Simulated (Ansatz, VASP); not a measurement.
**One calculation of WC, two programs**

```xyz
2
Lattice="0.0000 2.1927 2.1927 2.1927 0.0000 2.1927 2.1927 2.1927 0.0000" Properties=species:S:1:pos:R:3 pbc="T T T"
W     0.0029   -0.0039   -0.0027
C     2.1482    2.2525    2.2340
```

Alike in both runs: task single point; functional r2SCAN; k mesh 4 × 4 × 4; occupations fermi-dirac, width 0.1 eV; no spin polarisation.

```csv
,VASP,Ansatz
version,VASP 6.6.1,Ansatz 0.2.0
potentials or method,"VASP PAW PBE potentials, release 64 (W_sv, C), cutoff 660 eV","plane waves, PAW"
valence electrons in the cell,18,18
```

```tsv
	VASP	Ansatz	Ansatz less VASP
rms of the force components (eV/Å)	0.425	0.412	-0.0123
```

VASP's potentials were made for PBE, not for r2SCAN. Atom by atom the forces differ by 0.012 eV/Å (rms over components).

The k mesh is coarse, so the values compare programs but aren't converged. Spin-orbit coupling is off throughout.
